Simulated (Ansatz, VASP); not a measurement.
Al: VASP beside Ansatz

The input POSCAR:

```
Al
1.0
   -1.5476018195      1.5476018195      1.5476018195
    1.5476018195     -1.5476018195      1.5476018195
    1.5476018195      1.5476018195     -1.5476018195
Al
1
Direct
    0.0000000000      0.0000000000      0.0000000000
```

The input INCAR.step1:

```
PREC = Accurate
ENCUT = 520
ISMEAR = 0
SIGMA = 0.1
LREAL = False
LASPH = True
NELM = 60
NBANDS = 8
GGA = PE
ALGO = Normal
EDIFF = 1E-4
LWAVE = True
LCHARG = False
```

INCAR.step2

```
PREC = Accurate
ENCUT = 520
EDIFF = 1E-6
ISMEAR = 0
SIGMA = 0.1
LREAL = False
LASPH = True
NELM = 60
ALGO = Normal
ISIF = 2
LWAVE = False
LCHARG = True
METAGGA = R2SCAN
LMIXTAU = True
LELF = True
LVHAR = True
NBANDS = 8
ISTART = 1
```

File KPOINTS:

```
Automatic mesh
0
Gamma
  13 13 13
```

Input for Ansatz:

```yaml
crystal:
  lattice:
    - [-1.5476018194671417, 1.5476018194671417, 1.5476018194671417]
    - [1.5476018194671417, -1.5476018194671417, 1.5476018194671417]
    - [1.5476018194671417, 1.5476018194671417, -1.5476018194671417]
  atoms:
    - { symbol: Al, position: [0.0, 0.0, 0.0] }
basis:
  ecutwfc: 530.622031796766
kpoints:
  mp_grid:
    grid: [13, 13, 13]
hamiltonian:
  xc: r2scan
scf:
  occupations:
    method: gaussian
    width: 0.1
output:
  stress: true
```

Alike in both runs: task single point; functional r2SCAN; k mesh 13 × 13 × 13; occupations gaussian, width 0.1 eV; no spin polarisation.

|  | VASP | Ansatz |
| --- | --- | --- |
| version | VASP 6.6.1 | Ansatz 0.2.0 |
| potentials or method | VASP PAW PBE potentials, release 64 (Al), cutoff 520 eV | plane waves, PAW |
| valence electrons in the cell | 3 | 3 |

Ansatz gave:

```
pressure (GPa) : 9.1
```

**Question.** What did VASP give for the same quantities?

**Answer.** Pressure (GPa): 8.7.

VASP's potentials were made for PBE, not for r2SCAN.
